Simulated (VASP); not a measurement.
## Mo: single point with PBE

The system is Mo.

```xyz
1
Lattice="0.0000 2.2378 1.4080 2.2378 0.0000 1.4080 2.2378 2.2378 0.0000" Properties=species:S:1:pos:R:3 pbc="T T T"
Mo    0.0000    0.0000    0.0000
```

This cell differs from its parent crystal: volume 14.102 Å^3 an atom, c/a of the conventional cell 0.6292.

| Item | Value |
| --- | --- |
| Program | VASP 6.6.1 |
| Task | single point |
| Functional | PBE |
| Potentials or basis | VASP PAW PBE potentials, release 64 (Mo_sv) |
| Cutoff | 520 eV |
| k mesh | 22 × 22 × 22 |
| Occupations | gaussian, width 0.15 eV |
| Spin | no spin polarisation |

- Pressure: 39.7 GPa
- Band gap on the k mesh: zero (band 7 reaches 18.84 eV, above the bottom of band 8 at 12.76 eV)

Stress tensor (GPa, compression positive):
```
26.15  0.00  0.00
 0.00 26.15  0.00
 0.00  0.00 66.77
```

Levels at points of the mesh, in eV from the Fermi level:
| k point | band 4 | band 5 | band 6 | band 7 | band 8 | band 9 | band 10 | band 11 |
| --- | --- | --- | --- | --- | --- | --- | --- | --- |
| (0.00, 0.00, 0.00) | -34.17 | -7.49 | -2.49 | -0.84 | -0.84 | 0.67 | 2.81 | 14.36 |
| (0.50, 0.00, 0.00) | -34.37 | -6.00 | -4.34 | 1.84 | 2.57 | 3.89 | 5.48 | 12.21 |
| (0.50, 0.50, 0.00) | -35.18 | -6.40 | -6.05 | 4.55 | 4.55 | 5.00 | 8.96 | 8.96 |
| (0.50, 0.00, 0.50) | -34.20 | -5.75 | -2.64 | 0.60 | 1.45 | 2.07 | 5.35 | 12.51 |

It took 75 s on 1 thread of AMD EPYC 9R45 96-Core Processor (Zen 5), with other jobs on the host, peak memory 0.22 GiB.
